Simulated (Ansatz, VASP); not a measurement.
One calculation of SrTiO3, two programs

Contents of POSCAR:

```
SrTiO3
1.0
    4.0240570466      0.0000000000      0.0000000000
    0.0000000000      4.0240570466      0.0000000000
    0.0000000000      0.0000000000      4.0240570466
Sr Ti O
1 1 3
Direct
    0.0000000000      0.0000000000      0.0000000000
    0.5000000000      0.5000000000      0.5000000000
    0.5000000000      0.5000000000      0.0000000000
    0.5000000000      0.0000000000      0.5000000000
    0.0000000000      0.5000000000      0.5000000000
```

The input INCAR.step1:

```
SYSTEM = SrTiO3
PREC = Accurate ; ENCUT = 520
ISMEAR = 0 ; SIGMA = 0.01
LREAL = .FALSE. ; LASPH = .TRUE.
NELM = 60 ; NBANDS = 28
GGA = PE ; ALGO = Normal
EDIFF = 1E-4 ; LWAVE = .TRUE.
LCHARG = .FALSE.
```

Contents of INCAR.step2:

```
SYSTEM = SrTiO3
PREC = Accurate ; ENCUT = 520
EDIFF = 1E-6 ; ISMEAR = 0
SIGMA = 0.01 ; LREAL = .FALSE.
LASPH = .TRUE. ; NELM = 60
ALGO = Normal ; ISIF = 2
LWAVE = .FALSE. ; LCHARG = .FALSE.
METAGGA = R2SCAN ; LMIXTAU = .TRUE.
NBANDS = 28 ; ISTART = 1
```

Contents of KPOINTS:

```
Automatic mesh
0
G
  6 6 6
  0 0 0
```

Input for Ansatz:

```yaml
crystal:
  lattice:
    - [4.0240570466, 0.0, 0.0]
    - [0.0, 4.0240570466, 0.0]
    - [0.0, 0.0, 4.0240570466]
  atoms:
    - { symbol: Sr, position: [0.0, 0.0, 0.0] }
    - { symbol: Ti, position: [0.5, 0.5, 0.5] }
    - { symbol: O, position: [0.5, 0.5, 0.0] }
    - { symbol: O, position: [0.5, 0.0, 0.5] }
    - { symbol: O, position: [0.0, 0.5, 0.5] }
kpoints:
  mp_grid: { grid: [6, 6, 6] }
  band_path:
    path: [[0.0, 0.0, 0.0], [0.0, 0.5, 0.0], [0.5, 0.5, 0.0], [0.5, 0.5, 0.5]]
    npoints: 1
hamiltonian:
  xc: r2scan
scf:
  occupations: { method: fixed }
  n_extra_bands: 5
output:
  forces: true
  stress: true
  eigenvalues: true
```

Change from the starting cell: hydrostatic strain +3.0%.

Alike in both runs: task single point; functional r2SCAN; k mesh 6 × 6 × 6; no spin polarisation.

|  | VASP | Ansatz |
| --- | --- | --- |
| version | VASP 6.6.1 | Ansatz 0.2.0 |
| potentials or method | VASP PAW PBE potentials, release 64 (Sr_sv, Ti_sv, O) | plane waves, PAW |
| plane-wave cutoff (eV) | 520 | 500 |
| occupations | gaussian, width 0.01 eV | fixed |
| valence electrons in the cell | 40 | 40 |

```tsv
	VASP	Ansatz	Ansatz less VASP
gap on the k mesh at the Fermi level (eV)	2.07	2.05	-0.015
pressure (GPa)	-13.2	-13.8	-0.65
```

VASP's potentials were made for PBE, not for r2SCAN.
